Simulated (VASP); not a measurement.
# C (Fd-3m) in VASP: a series of runs, part 2 of 2

VASP 6.6.1. Earlier steps stand in the parts before.

### Step 3. Single point, PBEsol

This run uses another cell than the first one, of 5.61 Å³/atom, 0.995 times its volume.

INCAR

```
PREC     = Accurate       # precision mode
ENCUT    = 600            # plane-wave cutoff, eV
EDIFF    = 1E-6           # SCF threshold, eV
ISMEAR   = 0              # smearing method
SIGMA    = 0.02           # smearing width, eV
LREAL    = False          # projectors in reciprocal space
LASPH    = True           # aspherical terms in the spheres
NELM     = 120            # most SCF steps
ALGO     = Normal         # electronic algorithm
ISIF     = 2              # what is computed and relaxed
LWAVE    = False          # write WAVECAR
LCHARG   = False          # write CHGCAR
GGA      = PS             # functional
NBANDS   = 11             # bands
GGA_COMPAT= False
```

KPOINTS

```
Automatic mesh
0
Gamma
  12 12 12
```

POSCAR

```
C
1.0
    0.0000000000      1.7768339405      1.7768339405
    1.7768339405      0.0000000000      1.7768339405
    1.7768339405      1.7768339405      0.0000000000
C
2
Direct
    0.0000000000      0.0000000000      0.0000000000
    0.2500000000      0.2500000000      0.2500000000
```

Potentials or basis: VASP PAW PBE potentials, release 64 (C).

Started as:

```
cat potpaw_PBE.64/C/POTCAR > POTCAR
mpirun -np 1 vasp_std > vasp.out
```

OUTCAR:

```text
PREC = Accurate
   ENCUT = 600
   EDIFF = 1E-6
   ISMEAR = 0
   LREAL = False
   LASPH = True
   NELM = 120
   ISIF = 2
   GGA = PS

 ion  position               nearest neighbor table
   1  0.000  0.000  0.000-   2 1.54   2 1.54   2 1.54   2 1.54
   2  0.250  0.250  0.250-   1 1.54   1 1.54   1 1.54   1 1.54

  LATTYP: Found a face centered cubic cell.
 ALAT       =     3.5536678810

  Lattice vectors:

 A1 = (   0.0000000000,   1.7768339405,   1.7768339405)
 A2 = (   1.7768339405,   0.0000000000,   1.7768339405)
 A3 = (   1.7768339405,   1.7768339405,   0.0000000000)

Analysis of symmetry for initial positions (statically):
=====================================================================
 Subroutine PRICEL returns:
 Original cell was already a primitive cell.

 Routine SETGRP: Setting up the symmetry group for a
 face centered cubic supercell.

 Subroutine GETGRP returns: Found 48 space group operations
 (whereof 24 operations were pure point group operations)
 out of a pool of 48 trial point group operations.

The static configuration has the point symmetry T_d .
 The point group associated with its full space group is O_h .

Analysis of symmetry for dynamics (positions and initial velocities):
=====================================================================
 Subroutine PRICEL returns:
 Original cell was already a primitive cell.

 Routine SETGRP: Setting up the symmetry group for a
 face centered cubic supercell.

 Subroutine GETGRP returns: Found 48 space group operations
 (whereof 24 operations were pure point group operations)
 out of a pool of 48 trial point group operations.

The dynamic configuration has the point symmetry T_d .
 The point group associated with its full space group is O_h .

 Subroutine INISYM returns: Found 48 space group operations
 (whereof 24 operations are pure point group operations),
 and found     1 'primitive' translations

----------------------------------------------------------------------------------------

[... 119 lines left out ...]
   AEXX    =    0.0000 exact exchange contribution
   IVDW    =     0    specifies the selected vdW correction
   LEPSILON=     F    determine dielectric tensor
   LRPA    =     F    only Hartree local field effects (RPA)
 non-spin polarized calculation
 Gauss-broadening in eV      SIGMA  =   0.02
  energy-cutoff  :      600.00
  volume of cell :       11.22
 maximum number of plane-waves:       388
   NGX =  9   NGY =  9   NGZ =  9

 number of electron       7.9999999 magnetization

 Free energy of the ion-electron system (eV)
  ---------------------------------------------------
  ext. energy  EPLUGINS =         0.00000000
  ---------------------------------------------------
  free energy    TOTEN  =       -19.25424284 eV

  energy without entropy =      -19.25424284  energy(sigma->0) =      -19.25424284

 E-fermi :  10.0313     XC(G=0): -13.4872

 val. band max:        9.8679983133   @ k =   0.0000   0.0000   0.0000
 cond. band min:      13.9292706311   @ k =   0.3333   0.3333   0.0000
 fundamental gap:      4.0612723179
 Fermi energy:        10.0313383612

 k-point     1 :       0.0000    0.0000    0.0000
  band No.  band energies     occupation
      1     -11.8019      2.00000
      2       9.8680      2.00000
      3       9.8680      2.00000
      4       9.8680      2.00000
      5      15.4377      0.00000
      6      15.4377      0.00000
      7      15.4377      0.00000
      8      23.4880      0.00000
      9      28.9688      0.00000
     10      36.4592      0.00000
     11      36.4592      0.00000
[... 309 lines left out ...]
 k-point    24 :      -0.4167    0.1667    0.0000
  band No.  band energies     occupation
      1      -5.5096      2.00000
      2      -2.8458      2.00000
      3       4.3212      2.00000
      4       6.2223      2.00000
      5      17.3369      0.00000
      6      20.1110      0.00000
      7      21.1890      0.00000
      8      25.3341      0.00000
      9      29.2186      0.00000
     10      34.0076      0.00000
     11      34.4697      0.00000

 [... further k-points ...]

------------------------ aborting loop because EDIFF is reached ----------------------------------------

  FORCE on cell =-STRESS in cart. coord.  units (eV):
  Direction    XX          YY          ZZ          XY          YZ          ZX
  --------------------------------------------------------------------------------------
  -------------------------------------------------------------------------------------
  Total        0.0344981      0.0344981      0.0344981     -0.0000000      0.0000000     -0.0000000
  in kB        4.9264627      4.9264627      4.9264627     -0.0000000      0.0000000     -0.0000000
  external PRESSURE =       4.9264627 kB  Pullay stress =       0.0000000 kB

 VOLUME and BASIS-vectors are now :
 -----------------------------------------------------------------------------
  energy-cutoff  :      600.00
  volume of cell :       11.22
      direct lattice vectors                 reciprocal lattice vectors
     0.000000000  1.776833940  1.776833940    -0.281399397  0.281399397  0.281399397
     1.776833940  0.000000000  1.776833940     0.281399397 -0.281399397  0.281399397
     1.776833940  1.776833940  0.000000000     0.281399397  0.281399397 -0.281399397

 POSITION                                       TOTAL-FORCE (eV/Angst)
 -----------------------------------------------------------------------------------
      0.00000      0.00000      0.00000         0.000000     -0.000000      0.000000
      0.88842      0.88842      0.88842        -0.000000      0.000000     -0.000000
 -----------------------------------------------------------------------------------
    total drift:                                0.000000      0.000000      0.000000

  FREE ENERGIE OF THE ION-ELECTRON SYSTEM (eV)
  ---------------------------------------------------
  free  energy   TOTEN  =       -19.2542428403 eV

  energy  without entropy=      -19.2542428403  energy(sigma->0) =      -19.25424284
```

OSZICAR:

```text
N       E                     dE             d eps       ncg     rms          rms(c)
DAV:   1     0.165249569238E+01    0.16525E+01   -0.54285E+03  1600   0.821E+02
DAV:   2    -0.195253780328E+02   -0.21178E+02   -0.20595E+02  2069   0.132E+02
DAV:   3    -0.199372688542E+02   -0.41189E+00   -0.41098E+00  1874   0.146E+01
DAV:   4    -0.199379106077E+02   -0.64175E-03   -0.64174E-03  1703   0.710E-01
DAV:   5    -0.199379113630E+02   -0.75534E-06   -0.75538E-06  1813   0.231E-02    0.564E+00
DAV:   6    -0.194303981056E+02    0.50751E+00   -0.26014E-01  1620   0.354E+00    0.332E+00
DAV:   7    -0.192536365884E+02    0.17676E+00   -0.31219E-01  1722   0.392E+00    0.696E-01
DAV:   8    -0.192542170241E+02   -0.58044E-03   -0.77168E-03  1647   0.694E-01    0.296E-02
DAV:   9    -0.192542346986E+02   -0.17675E-04   -0.15372E-05  1887   0.359E-02    0.215E-02
DAV:  10    -0.192542429887E+02   -0.82901E-05   -0.35098E-06  1704   0.165E-02    0.444E-03
DAV:  11    -0.192542428403E+02    0.14845E-06   -0.90982E-08   946   0.266E-03
   1 F= -.19254243E+02 E0= -.19254243E+02  d E =-.211066E-33
```

Wall time 6.8 s (1 thread of Intel Xeon Platinum 8259CL at 2.50GHz (Skylake/Cascade Lake), shared host); peak memory 0.12 GiB.

What came out:

```yaml
Free_energy: -19.2542 eV
Pressure: 0.5 GPa
Band_gap_on_the_k_mesh: 4.06 eV, indirect (least direct gap 5.57 eV)
```

Levels at points of the mesh, in eV from the valence-band top:
```
           k point  band 2  band 3  band 4  band 5  band 6  band 7
(0.00, 0.00, 0.00)    0.00    0.00    0.00    5.57    5.57    5.57
(0.50, 0.00, 0.00)  -13.59   -2.84   -2.84    8.43    8.43    8.99
(0.50, 0.50, 0.00)  -12.86   -6.41   -6.41    4.62    4.62   16.95
```

Caveat: the PAW data sets were made with another functional, which shifts forces and pressure a little. A k mesh can miss the band edges.
